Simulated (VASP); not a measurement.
# Mg: relaxation of cell and atoms with PBE

The system is Mg.

```
Mg
1.0
     3.17202    0.00000    0.00000
    -1.58601    2.74705    0.00000
     0.00000    0.00000    5.14120
Mg
2
Direct
  0.33333 0.66667 0.25000
  0.66667 0.33333 0.75000
```

```yaml
Program: VASP 6.6.1
Task: relaxation of cell and atoms
Functional: PBE
Potentials_or_basis: VASP PAW PBE potentials, release 64 (Mg)
Cutoff: 600 eV
k_mesh: 21 × 21 × 12
Occupations: gaussian, width 0.1 eV
Spin: no spin polarisation
Dipole_correction: no
Further_INCAR_settings: ALGO = Fast; EDIFF = 1e-06; IBRION = 2; EDIFFG = -0.01; NSW = 100; ISIF = 3
```

```yaml
Relaxed_volume: 22.87 Å³/atom
Relaxed_cell: a = 3.193 Å, b = 3.193 Å, c = 5.180 Å, α = 90.00°, β = 90.00°, γ = 120.00°
Space_group_after_relaxing_to_0.05_Å: P6_3/mmc (No. 194)
Energy_gained_by_relaxing: 1.1 meV/atom
Ionic_steps: 3
Pressure_after_relaxing: 0.0 GPa
Band_gap_on_the_k_mesh: zero (band 2 reaches 3.77 eV, above the bottom of band 3 at 1.42 eV)
```

The path:
| step | energy change (eV) | largest force (eV/Å) | pressure (GPa) | volume (Å³) |
| --- | --- | --- | --- | --- |
| 1 | 0.0000 | 0.0000 | 0.79 | 44.80 |
| 2 | -0.0021 | 0.0000 | 0.18 | 45.51 |
| 3 | -0.0022 | 0.0000 | -0.01 | 45.74 |

Final structure:
```yaml
crystal:
  lattice:
    - [3.19334, 0.00000, 0.00000]
    - [-1.59667, 2.76551, 0.00000]
    - [0.00000, 0.00000, 5.17987]
  atoms:
    - { symbol: Mg, position: [0.33333, 0.66667, 0.25000] }
    - { symbol: Mg, position: [0.66667, 0.33333, 0.75000] }
```

Levels at points of the mesh, in eV from the Fermi level:
```tsv
k point	band 1	band 2	band 3	band 4	band 5
(0.00, 0.00, 0.00)	-6.94	-1.68	-1.23	10.96	10.96
(0.00, 0.00, 0.50)	-5.55	-5.55	5.06	5.06	11.70
```

Run time: 4.9 min on 1 thread of AMD EPYC 7R13, on a shared host, peak memory 0.26 GiB.
